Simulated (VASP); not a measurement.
Zr2H3:

```
Zr H
1.0
     3.61617    0.00000    0.00000
     0.00000    3.61617    0.00000
     0.00000    0.00000    5.62056
Zr H
2 3
Direct
  0.50000 0.50000 0.50000
  0.50000 0.50000 0.00000
  0.50000 0.00000 0.00000
  0.00000 0.50000 0.00000
  0.00000 0.00000 0.00000
```

The cell was built from a structure type or drawn by symmetry, and may not be a known phase.

```yaml
Program: VASP 6.6.1
Task: relaxation of cell and atoms
Functional: PBE
Potentials_or_basis: VASP PAW PBE potentials, release 64 (Zr_sv, H)
Cutoff: 600 eV
k_mesh: 10 × 10 × 8
Occupations: gaussian, width 0.1 eV
Spin: no spin polarisation
```

At the start: pressure 0.5 GPa; volume 14.70 Å³/atom.

Task: How do energy, volume and symmetry change on relaxing?

Result: Over 4 steps the energy falls by 4.0 meV/atom and the volume is 14.89 Å³/atom (+1.3 %); space group P4/mmm (No. 123, to 0.1 Å) before and after.

Step by step:
| step | energy change (eV) | largest force (eV/Å) | pressure (GPa) | volume (Å³) |
| --- | --- | --- | --- | --- |
| 1 | 0.0000 | 0.0000 | 0.54 | 73.50 |
| 2 | -0.0159 | 0.0000 | 0.25 | 74.02 |
| 3 | -0.0200 | 0.0000 | 0.06 | 74.42 |
| 4 | -0.0200 | 0.0000 | 0.04 | 74.47 |

Final structure:
```
CELL_PARAMETERS angstrom
3.59374 0.00000 0.00000
0.00000 3.59374 0.00000
0.00000 0.00000 5.76593
ATOMIC_POSITIONS crystal
Zr 0.50000 0.50000 0.50000
Zr 0.50000 0.50000 0.00000
H 0.50000 0.00000 0.00000
H 0.00000 0.50000 0.00000
H 0.00000 0.00000 0.00000
```
